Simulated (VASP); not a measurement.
# MgO in VASP: settings compared, part 2 of 3

VASP 6.6.1. Earlier steps stand in the parts before.

### Step 4. Single point, HSE06 (strain -3.2%)

File POSCAR:

```
MgO
1.0
    0.0000000000      2.2098942835      2.2098942835
    2.2098942835      0.0000000000      2.2098942835
    2.2098942835      2.2098942835      0.0000000000
Mg O
1 1
Direct
    0.0000000000      0.0000000000      0.0000000000
    0.2500000000      0.2500000000      0.2500000000
```

File INCAR.step1:

```
SYSTEM = MgO
PREC     = Accurate       ! precision mode
ENCUT    = 520            ! plane-wave cutoff, eV
EDIFF    = 1E-5           ! SCF threshold, eV
ISMEAR   = 0              ! smearing method
SIGMA    = 0.01           ! smearing width, eV
LREAL    = .False.        ! projectors in reciprocal space
LASPH    = .True.         ! aspherical terms in the spheres
NELM     = 60             ! most SCF steps
ALGO     = Normal         ! electronic algorithm
ISIF     = 2              ! what is computed and relaxed
LWAVE    = .True.         ! write WAVECAR
LCHARG   = .False.        ! write CHGCAR
NBANDS   = 11             ! bands
GGA      = PE             ! functional
```

File INCAR.step2:

```
SYSTEM = MgO
PREC     = Accurate       ! precision mode
ENCUT    = 520            ! plane-wave cutoff, eV
EDIFF    = 1E-6           ! SCF threshold, eV
ISMEAR   = 0              ! smearing method
SIGMA    = 0.01           ! smearing width, eV
LREAL    = .False.        ! projectors in reciprocal space
LASPH    = .True.         ! aspherical terms in the spheres
NELM     = 60             ! most SCF steps
ALGO     = Normal         ! electronic algorithm
ISIF     = 2              ! what is computed and relaxed
LWAVE    = .False.        ! write WAVECAR
LCHARG   = .False.        ! write CHGCAR
GGA      = PE             ! functional
LHFCALC  = .True.         ! exact exchange
HFSCREEN = 0.2079         ! screening, 1/A
PRECFOCK = Normal       
NBANDS   = 11             ! bands
ISTART   = 1
```

File KPOINTS:

```
Automatic mesh
0
Gamma
  6 6 6
  0 0 0
```

Potentials or basis: VASP PAW PBE potentials, release 64 (Mg, O).

Started as:

```
> cat potpaw_PBE.64/Mg/POTCAR potpaw_PBE.64/O/POTCAR > POTCAR
> cp INCAR.step1 INCAR
> mpirun -np 1 vasp_std > vasp.out
> cp INCAR.step2 INCAR
> mpirun -np 1 vasp_std > vasp.out
```

OUTCAR:

```text
SYSTEM = MgO
   PREC = Accurate
   ENCUT = 520
   EDIFF = 1E-6
   ISMEAR = 0
   LREAL = .False.
   LASPH = .True.
   NELM = 60
   ISIF = 2
   GGA = PE
   LHFCALC = .True.
   HFSCREEN = 0.2079
   PRECFOCK = Normal
   ISTART = 1

 ion  position               nearest neighbor table
   1  0.000  0.000  0.000-   2 1.91   2 1.91   2 1.91   2 1.91
   2  0.250  0.250  0.250-   1 1.91   1 1.91   1 1.91   1 1.91

  LATTYP: Found a face centered cubic cell.
 ALAT       =     4.4197885670

  Lattice vectors:

 A1 = (   0.0000000000,   2.2098942835,   2.2098942835)
 A2 = (   2.2098942835,   0.0000000000,   2.2098942835)
 A3 = (   2.2098942835,   2.2098942835,   0.0000000000)

Analysis of symmetry for initial positions (statically):
=====================================================================
 Subroutine PRICEL returns:
 Original cell was already a primitive cell.

 Routine SETGRP: Setting up the symmetry group for a
 face centered cubic supercell.

 Subroutine GETGRP returns: Found 24 space group operations
 (whereof 24 operations were pure point group operations)
 out of a pool of 48 trial point group operations.

The static configuration has the point symmetry T_d .

Analysis of symmetry for dynamics (positions and initial velocities):
=====================================================================
 Subroutine PRICEL returns:
 Original cell was already a primitive cell.

 Routine SETGRP: Setting up the symmetry group for a
 face centered cubic supercell.

 Subroutine GETGRP returns: Found 24 space group operations
 (whereof 24 operations were pure point group operations)
 out of a pool of 48 trial point group operations.

The dynamic configuration has the point symmetry T_d .

 Subroutine INISYM returns: Found 24 space group operations
 (whereof 24 operations are pure point group operations),
 and found     1 'primitive' translations

----------------------------------------------------------------------------------------
[... 119 lines left out ...]
   ENCUTFOCK=  -1.0 apply spherical cutoff to Coloumb kernel
   IVDW    =     0    specifies the selected vdW correction
   LEPSILON=     F    determine dielectric tensor
   LRPA    =     F    only Hartree local field effects (RPA)
 non-spin polarized calculation
 Gauss-broadening in eV      SIGMA  =   0.01
  energy-cutoff  :      520.00
  volume of cell :       21.58
 maximum number of plane-waves:       589
  NGX = 18; NGY = 18; NGZ = 18

 number of electron       7.9999997 magnetization

 Free energy of the ion-electron system (eV)
  ---------------------------------------------------
  ext. energy  EPLUGINS =         0.00000000
  ---------------------------------------------------
  free energy    TOTEN  =       -13.84577567 eV

  energy without entropy =      -13.84577567  energy(sigma->0) =      -13.84577567

 E-fermi :   0.1127     XC(G=0):  -8.3460

 val. band max:        0.0317077370   @ k =   0.0000   0.0000   0.0000
 cond. band min:       5.9095810126   @ k =   0.0000   0.0000   0.0000
 fundamental gap:      5.8778732756
 Fermi energy:         0.1126921762

 k-point     1 :       0.0000    0.0000    0.0000
  band No.  band energies     occupation
      1     -17.6433      2.00000
      2       0.0317      2.00000
      3       0.0317      2.00000
      4       0.0317      2.00000
      5       5.9096      0.00000
      6      19.9901      0.00000
      7      19.9901      0.00000
      8      19.9901      0.00000
      9      23.4253      0.00000
     10      23.4253      0.00000
     11      23.7356      0.00000
[... 197 lines left out ...]
 k-point    16 :      -0.3333    0.5000    0.1667
  band No.  band energies     occupation
      1     -16.5243      2.00000
      2      -2.4421      2.00000
      3      -1.3888      2.00000
      4      -1.0776      2.00000
      5       9.3512      0.00000
      6      14.1718      0.00000
      7      17.6683      0.00000
      8      17.7984      0.00000
      9      21.9861      0.00000
     10      26.4047      0.00000
     11      28.0825      0.00000

------------------------ aborting loop because EDIFF is reached ----------------------------------------

  FORCE on cell =-STRESS in cart. coord.  units (eV):
  Direction    XX          YY          ZZ          XY          YZ          ZX
  --------------------------------------------------------------------------------------
  -------------------------------------------------------------------------------------
  Total        2.0049031      2.0049031      2.0049031      0.0000000      0.0000000     -0.0000000
  in kB      148.8193727    148.8193727    148.8193727      0.0000000      0.0000000     -0.0000000
  external PRESSURE =     148.8193727 kB  Pullay stress =       0.0000000 kB

 VOLUME and BASIS-vectors are now :
 -----------------------------------------------------------------------------
  energy-cutoff  :      520.00
  volume of cell :       21.58
      direct lattice vectors                 reciprocal lattice vectors
     0.000000000  2.209894284  2.209894284    -0.226255167  0.226255167  0.226255167
     2.209894284  0.000000000  2.209894284     0.226255167 -0.226255167  0.226255167
     2.209894284  2.209894284  0.000000000     0.226255167  0.226255167 -0.226255167

 POSITION                                       TOTAL-FORCE (eV/Angst)
 -----------------------------------------------------------------------------------
      0.00000      0.00000      0.00000        -0.000000     -0.000000     -0.000000
      1.10495      1.10495      1.10495         0.000000      0.000000      0.000000
 -----------------------------------------------------------------------------------
    total drift:                                0.000001      0.000002      0.000001

  FREE ENERGIE OF THE ION-ELECTRON SYSTEM (eV)
  ---------------------------------------------------
  free  energy   TOTEN  =       -13.8457756690 eV

  energy  without entropy=      -13.8457756690  energy(sigma->0) =      -13.84577567
```

OUTCAR.step1:

```text
SYSTEM = MgO
   PREC = Accurate
   ENCUT = 520
   EDIFF = 1E-5
   ISMEAR = 0
   LREAL = .False.
   LASPH = .True.
[... 434 lines left out ...]
      0.00000      0.00000      0.00000        -0.000000     -0.000000     -0.000000
      1.10495      1.10495      1.10495         0.000000      0.000000      0.000000
 -----------------------------------------------------------------------------------
    total drift:                               -0.000001     -0.000001     -0.000001

  FREE ENERGIE OF THE ION-ELECTRON SYSTEM (eV)
  ---------------------------------------------------
  free  energy   TOTEN  =       -11.5478503631 eV

  energy  without entropy=      -11.5478503631  energy(sigma->0) =      -11.54785036
```

Wall time 9.5 min (1 thread of Intel Xeon 6975P-C, shared host); peak memory 0.25 GiB.

Results:

```yaml
Free_energy: -13.8458 eV
Pressure: 14.9 GPa
Band_gap_on_the_k_mesh: 5.88 eV, direct
```

Caveat: the cell differs from its parent crystal (strain -3.2%); the PAW data sets were made with another functional, which shifts forces and pressure a little.

### Step 5. Single point, HSE06 (biaxial xy strain -5.9%)

File POSCAR:

```
MgO
1.0
    0.0000000000      2.1471391277      2.2820056624
    2.1471391277      0.0000000000      2.2820056624
    2.1471391277      2.1471391277      0.0000000000
Mg O
1 1
Direct
    0.0000000000      0.0000000000      0.0000000000
    0.2500000000      0.2500000000      0.2500000000
```

File INCAR.step1:

```
ALGO = Normal
EDIFF = 1E-5
ENCUT = 520
GGA = PE
ISIF = 2
ISMEAR = 0
LASPH = True
LREAL = False
LWAVE = True
NBANDS = 11
NELM = 60
PREC = Accurate
SIGMA = 0.01
```

File INCAR.step2:

```
ALGO = Normal
EDIFF = 1E-6
ENCUT = 520
GGA = PE
HFSCREEN = 0.2079
ISIF = 2
ISMEAR = 0
ISTART = 1
LASPH = True
LCHARG = True
LELF = True
LHFCALC = True
LREAL = False
LVHAR = True
LWAVE = False
NBANDS = 11
NELM = 60
PREC = Accurate
PRECFOCK = Normal
SIGMA = 0.01
```

File KPOINTS:

```
k-points
0
Gamma
  6 6 6
```

Started as:

```
> cat potpaw_PBE.64/Mg/POTCAR potpaw_PBE.64/O/POTCAR > POTCAR
> cp INCAR.step1 INCAR
> mpirun -np 1 vasp_std > vasp.out
> cp INCAR.step2 INCAR
> mpirun -np 1 vasp_std > vasp.out
```

It took 14 min on 1 thread of Intel Xeon 6975P-C, shared host; peak memory 0.25 GiB.

The run converged. Its results:

```
Free energy            : -13.7811 eV
Pressure               : 19.5 GPa
Band gap on the k mesh : 5.97 eV, indirect (least direct gap 5.99 eV)
```

Stress tensor (GPa, compression positive):
```
20.33  0.00  0.00
 0.00 20.33  0.00
 0.00  0.00 17.93
```

Levels at points of the mesh, in eV from the valence-band top:
```
           k point  band 2  band 3  band 4  band 5  band 6  band 7
(0.00, 0.00, 0.00)   -0.18   -0.02   -0.02    5.97   20.18   20.23
(0.50, 0.00, 0.00)   -3.66   -0.46   -0.12   11.45   12.57   16.99
(0.50, 0.50, 0.00)   -3.27   -0.72   -0.72    8.22   14.12   17.83
(0.50, 0.00, 0.50)   -2.96   -1.07   -1.02    8.18   13.98   18.43
```

Caveat: the cell differs from its parent crystal (biaxial xy strain -5.9%); the PAW data sets were made with another functional, which shifts forces and pressure a little. A k mesh can miss the band edges.

(Continued in part 3 of 3.)
